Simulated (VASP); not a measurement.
# Be (P6_3/mmc) in VASP: further runs

The runs below take Be through relaxation of shape and atoms at fixed volume, with PBE.

All numbers are computed with VASP 6.6.1; they aren't measurements. Logs are shortened: lines on timing, memory, paths and dates and some standing lists are left out, and cuts for length are marked.

### Step 1. The cell of the first run

Symmetry: P6_3/mmc, No. 194, hexagonal system. Conventional cell: a = 2.308 Å, b = 2.308 Å, c = 3.633 Å, α = 90.00°, β = 90.00°, γ = 120.00°. Be (site symmetry -6m2) has 12 Be at 2.25 to 2.31 Å within 3.0 Å.

### Step 2. Relaxation of shape and atoms at fixed volume, PBE (8.38 Å³/atom)

INCAR reads:

```
PREC = Accurate
ENCUT = 600
EDIFF = 1E-6
ISMEAR = 0
SIGMA = 0.1
LREAL = False
LASPH = True
NELM = 60
ALGO = Fast
ISIF = 4
LWAVE = False
LCHARG = False
GGA = PE
IBRION = 2
NSW = 50
EDIFFG = -0.01
```

KPOINTS reads:

```
regular mesh
0
Gamma
  21 21 12
```

POSCAR reads:

```
Be
1.0
    2.3077118486      0.0000000000      0.0000000000
   -1.1538559243      1.9985370855      0.0000000000
    0.0000000000      0.0000000000      3.6329310147
Be
2
Direct
    0.3333333333      0.6666666667      0.2500000000
    0.6666666667      0.3333333333      0.7500000000
```

Potentials or basis: VASP PAW PBE potentials, release 64 (Be).

Started as:

```
$ cat potpaw_PBE.64/Be/POTCAR > POTCAR
$ mpirun -np 1 vasp_std > vasp.out
```

OUTCAR:

```text
PREC = Accurate
   ENCUT = 600
   EDIFF = 1E-6
   ISMEAR = 0
   LREAL = False
   LASPH = True
   NELM = 60
   ISIF = 4
   GGA = PE
   IBRION = 2
   NSW = 50
   EDIFFG = -0.01

 ion  position               nearest neighbor table
   1  0.333  0.667  0.250-   2 2.25   2 2.25   2 2.25   2 2.25   2 2.25   2 2.25
   2  0.667  0.333  0.750-   1 2.25   1 2.25   1 2.25   1 2.25   1 2.25   1 2.25

  LATTYP: Found a hexagonal cell.
 ALAT       =     2.3077118486
 C/A-ratio  =     1.5742567760

  Lattice vectors:

 A1 = (   2.3077118486,   0.0000000000,   0.0000000000)
 A2 = (  -1.1538559243,   1.9985370855,   0.0000000000)
 A3 = (   0.0000000000,   0.0000000000,   3.6329310147)

Analysis of symmetry for initial positions (statically):
=====================================================================
 Subroutine PRICEL returns:
 Original cell was already a primitive cell.

 Routine SETGRP: Setting up the symmetry group for a
 hexagonal supercell.

 Subroutine GETGRP returns: Found 24 space group operations
 (whereof 12 operations were pure point group operations)
 out of a pool of 24 trial point group operations.

The static configuration has the point symmetry D_3d.
 The point group associated with its full space group is D_6h.

Analysis of symmetry for dynamics (positions and initial velocities):
=====================================================================
 Subroutine PRICEL returns:
 Original cell was already a primitive cell.

 Routine SETGRP: Setting up the symmetry group for a
 hexagonal supercell.

 Subroutine GETGRP returns: Found 24 space group operations
 (whereof 12 operations were pure point group operations)
 out of a pool of 24 trial point group operations.

The dynamic configuration has the point symmetry D_3d.
 The point group associated with its full space group is D_6h.

 Subroutine INISYM returns: Found 24 space group operations
 (whereof 12 operations are pure point group operations),
 and found     1 'primitive' translations

----------------------------------------------------------------------------------------

                                     Primitive cell

  volume of cell :      16.7553

  direct lattice vectors                    reciprocal lattice vectors
     2.307711849  0.000000000  0.000000000     0.433329664  0.250182998  0.000000000
    -1.153855924  1.998537085  0.000000000     0.000000000  0.500365996  0.000000000
     0.000000000  0.000000000  3.632931015     0.000000000  0.000000000  0.275259837

  length of vectors
     2.307711849  2.307711849  3.632931015     0.500365996  0.500365996  0.275259837

  position of ions in fractional coordinates (direct lattice)
     0.333333333  0.666666667  0.250000000
     0.666666667  0.333333333  0.750000000

  ion indices of the primitive-cell ions
   primitive index   ion index
                 1           1
                 2           2

----------------------------------------------------------------------------------------

 KPOINTS: regular mesh

Automatic generation of k-mesh.
 Grid dimensions read from file:
 generate k-points for:   21   21   12

 Generating k-lattice:

  Cartesian coordinates                     Fractional coordinates (reciprocal lattice)
     0.020634746  0.011913476  0.000000000     0.047619048 -0.000000000  0.000000000
     0.000000000  0.023826952  0.000000000     0.000000000  0.047619048  0.000000000
     0.000000000  0.000000000  0.022938320     0.000000000  0.000000000  0.083333333

  Length of vectors
     0.023826952  0.023826952  0.022938320

  Shift w.r.t. Gamma in fractional coordinates (k-lattice)
     0.000000000  0.000000000  0.000000000

[... 54 lines left out ...]
   IBRION =      2    ionic relax: 0-MD 1-quasi-New 2-CG
   NFREE  =      1    steps in history (QN), initial steepest desc. (CG)
   ISIF   =      4    stress and relaxation
   ISYM   =      2    0-nonsym 1-usesym 2-fastsym
   POTIM  = 0.5000    time-step for ionic-motion
   TEBEG  =    0.0;   TEEND  =   0.0 temperature during run
   PSTRESS=    0.0 pullay stress
   NELECT =       4.0000    total number of electrons
   NUPDOWN=      -1.0000    fix difference up-down
   EMIN   =  10.00;   EMAX   =-10.00  energy-range for DOS
   EFERMI =   0.00;   METHOD = LEGACY
   ISMEAR =     0;   SIGMA  =   0.10  broadening in eV -4-tet -1-fermi 0-gaus
   EFERMI_NEDOS =   21; number of points for ismear=-14 and -15
   IALGO  =     68    algorithm
   IMIX   =      4    mixing-type and parameters
     AMIX     =   0.40;   BMIX     =  1.00
     AMIX_MAG =   1.60;   BMIX_MAG =  1.00
  volume/ion in A,a.u.               =       8.38        56.54
  Fermi-wavevector in a.u.,A,eV,Ry     =   1.015573  1.919155 14.032895  1.031389
  Thomas-Fermi vector in A             =   2.148867
   LORBIT       =      0    0 simple, 1 ext, 2 COOP (PROOUT), +10 PAW based schemes
   GGA     = PE    functional components
   LHFCALC =     F    Hartree Fock is set to
   AEXX    =    0.0000 exact exchange contribution
   IVDW    =     0    specifies the selected vdW correction
   LEPSILON=     F    determine dielectric tensor
   LRPA    =     F    only Hartree local field effects (RPA)
 conjugate gradient relaxation of ions
 non-spin polarized calculation
 RMM-DIIS sequential band-by-band and
 Gauss-broadening in eV      SIGMA  =   0.10
  energy-cutoff  :      600.00
  volume of cell :       16.76
 maximum number of plane-waves:       574
   NGX =  9   NGY =  9   NGZ = 15

--------------------------------------- Ionic step        1  -------------------------------------------

 number of electron       4.0000000 magnetization

 Free energy of the ion-electron system (eV)
  ---------------------------------------------------
  ext. energy  EPLUGINS =         0.00000000
  ---------------------------------------------------
  free energy    TOTEN  =        -7.51159901 eV

  energy without entropy =       -7.50996449  energy(sigma->0) =       -7.51078175

------------------------ aborting loop because EDIFF is reached ----------------------------------------

  FORCE on cell =-STRESS in cart. coord.  units (eV):
  Direction    XX          YY          ZZ          XY          YZ          ZX
  --------------------------------------------------------------------------------------
  -------------------------------------------------------------------------------------
  Total       -0.6461749     -0.6461749     -0.6945812      0.0000000      0.0000000      0.0000000
  in kB      -61.7887934    -61.7887934    -66.4175228      0.0000000      0.0000000      0.0000000
  external PRESSURE =     -63.3317032 kB  Pullay stress =       0.0000000 kB

 VOLUME and BASIS-vectors are now :
 -----------------------------------------------------------------------------
  energy-cutoff  :      600.00
  volume of cell :       16.76
      direct lattice vectors                 reciprocal lattice vectors
     2.307711849  0.000000000  0.000000000     0.433329664  0.250182998  0.000000000
    -1.153855924  1.998537085  0.000000000     0.000000000  0.500365996  0.000000000
     0.000000000  0.000000000  3.632931015     0.000000000  0.000000000  0.275259837

 POSITION                                       TOTAL-FORCE (eV/Angst)
 -----------------------------------------------------------------------------------
     -0.00000      1.33236      0.90823         0.000000      0.000000      0.000000
      1.15386      0.66618      2.72470        -0.000000     -0.000000      0.000000
 -----------------------------------------------------------------------------------
    total drift:                                0.000000     -0.000000      0.000000

  FREE ENERGIE OF THE ION-ELECTRON SYSTEM (eV)
  ---------------------------------------------------
  free  energy   TOTEN  =        -7.5115990116 eV

  energy  without entropy=       -7.5099644936  energy(sigma->0) =       -7.51078175

--------------------------------------- Ionic step        2  -------------------------------------------

 number of electron       4.0000000 magnetization

 Free energy of the ion-electron system (eV)
  ---------------------------------------------------
  ext. energy  EPLUGINS =         0.00000000
  ---------------------------------------------------
  free energy    TOTEN  =        -7.51162258 eV

  energy without entropy =       -7.50997649  energy(sigma->0) =       -7.51079953

 E-fermi :   6.5986     XC(G=0): -10.4168

 val. band max:        6.5919521109   @ k =   0.3333   0.2857   0.0833
 cond. band min:       6.6111088297   @ k =   0.3333   0.2857   0.0000
 fundamental gap:      0.0191567189
 Fermi energy:         6.5986355720

 k-point     1 :       0.0000    0.0000    0.0000
  band No.  band energies     occupation
      1      -4.4741      2.00000
      2       2.3344      2.00000
      3       7.5058      0.00000
      4      21.8140      0.00000
      5      21.8140      0.00000
      6      24.5538      0.00000
[... 199 lines left out ...]
 k-point    24 :       0.1905    0.0952    0.0000
  band No.  band energies     occupation
      1      -2.6859      2.00000
      2       4.6170      2.00000
      3       7.8953      0.00000
      4      14.3722      0.00000
      5      16.5233      0.00000
      6      22.1583      0.00000

 [... further k-points ...]

------------------------ aborting loop because EDIFF is reached ----------------------------------------

  FORCE on cell =-STRESS in cart. coord.  units (eV):
  Direction    XX          YY          ZZ          XY          YZ          ZX
  --------------------------------------------------------------------------------------
  -------------------------------------------------------------------------------------
  Total       -0.6567505     -0.6567505     -0.6690215      0.0000000      0.0000000      0.0000000
  in kB      -62.8000609    -62.8000609    -63.9734444      0.0000000      0.0000000      0.0000000
  external PRESSURE =     -63.1911887 kB  Pullay stress =       0.0000000 kB

 VOLUME and BASIS-vectors are now :
 -----------------------------------------------------------------------------
  energy-cutoff  :      600.00
  volume of cell :       16.76
      direct lattice vectors                 reciprocal lattice vectors
     2.308610379  0.000000000  0.000000000     0.433161008  0.250085625 -0.000000000
    -1.154305190  1.999315236  0.000000000     0.000000000  0.500171250 -0.000000000
     0.000000000  0.000000000  3.630103631     0.000000000 -0.000000000  0.275474229

 POSITION                                       TOTAL-FORCE (eV/Angst)
 -----------------------------------------------------------------------------------
     -0.00000      1.33288      0.90753        -0.000000      0.000000      0.000000
      1.15431      0.66644      2.72258         0.000000     -0.000000      0.000000
 -----------------------------------------------------------------------------------
    total drift:                                0.000000     -0.000000      0.000000

  FREE ENERGIE OF THE ION-ELECTRON SYSTEM (eV)
  ---------------------------------------------------
  free  energy   TOTEN  =        -7.5116225772 eV

  energy  without entropy=       -7.5099764879  energy(sigma->0) =       -7.51079953

 reached required accuracy - stopping structural energy minimisation
```

Wall time 23 s (1 thread of Intel Xeon Platinum 8488C (Sapphire Rapids), shared host); peak memory 0.15 GiB.

Results:

```
Free energy               : -7.5116 eV
Energy gained by relaxing : 0.0 meV/atom
Ionic steps               : 2
Pressure after relaxing   : -6.3 GPa
Band gap on the k mesh    : zero (bands 2 and 3 overlap by 2.03 eV)
```

Final structure:
```xyz
2
Lattice="2.3086 0.0000 0.0000 -1.1543 1.9993 0.0000 0.0000 0.0000 3.6301" Properties=species:S:1:pos:R:3 pbc="T T T"
Be    0.0000    1.3329    0.9075
Be    1.1543    0.6664    2.7226
```

Levels at points of the mesh, in eV from the Fermi level:
```tsv
k point	band 1	band 2	band 3	band 4	band 5	band 6
(0.00, 0.00, 0.00)	-11.07	-4.26	0.91	15.22	15.22	17.96
(0.00, 0.00, 0.50)	-8.95	-8.95	10.24	10.24	16.79	16.79
```

### Step 3. Relaxation of shape and atoms at fixed volume, PBE (8.61 Å³/atom)

This run uses another cell than the first one, of 8.61 Å³/atom.

INCAR reads:

```
SYSTEM = Be
  PREC = Accurate
  ENCUT = 600
  EDIFF = 1E-7
  ISMEAR = 0
  SIGMA = 0.1
  LREAL = .False.
  LASPH = .True.
  NELM = 60
  ALGO = Normal
  ISIF = 4
  LWAVE = .False.
  LCHARG = .False.
  GGA = PE
  IBRION = 2
  NSW = 50
  EDIFFG = -0.01
```

KPOINTS reads:

```
regular mesh
0
Gamma
  21 21 12
  0 0 0
```

POSCAR reads:

```
Be
1.0
    2.3304829737      0.0000000000      0.0000000000
   -1.1652414868      2.0182574583      0.0000000000
    0.0000000000      0.0000000000      3.6631025316
Be
2
Direct
    0.3333333333      0.6666666667      0.2500000000
    0.6666666667      0.3333333333      0.7500000000
```

Potentials or basis: VASP PAW PBE potentials, release 64 (Be).

Started as:

```
$ cat potpaw_PBE.64/Be/POTCAR > POTCAR
$ mpirun -np 1 vasp_std > vasp.out
```

Run time: 32 s. Hardware: 1 thread of Intel Xeon Platinum 8488C (Sapphire Rapids), shared host; peak memory 0.15 GiB.

It converged, with:

- Free energy: -7.4889 eV
- Energy gained by relaxing: 0.0 meV/atom
- Ionic steps: 2
- Pressure after relaxing: -9.0 GPa
- Band gap on the k mesh: zero (bands 2 and 3 overlap by 2.00 eV)

Stress tensor (GPa, compression positive):
```
-8.96  0.00  0.00
 0.00 -8.96  0.00
 0.00  0.00 -9.09
```

Final structure:
```
Be
1.0
     2.33138    0.00000    0.00000
    -1.16569    2.01904    0.00000
     0.00000    0.00000    3.66027
Be
2
Cartesian
  0.0000 1.3460 0.9151
  1.1657 0.6730 2.7452
```

Levels at points of the mesh, in eV from the Fermi level:
```csv
k point,band 1,band 2,band 3,band 4,band 5,band 6
"(0.00, 0.00, 0.00)",-10.92,-4.15,0.85,14.85,14.85,17.55
"(0.00, 0.00, 0.50)",-8.82,-8.82,10.06,10.06,16.40,16.40
```
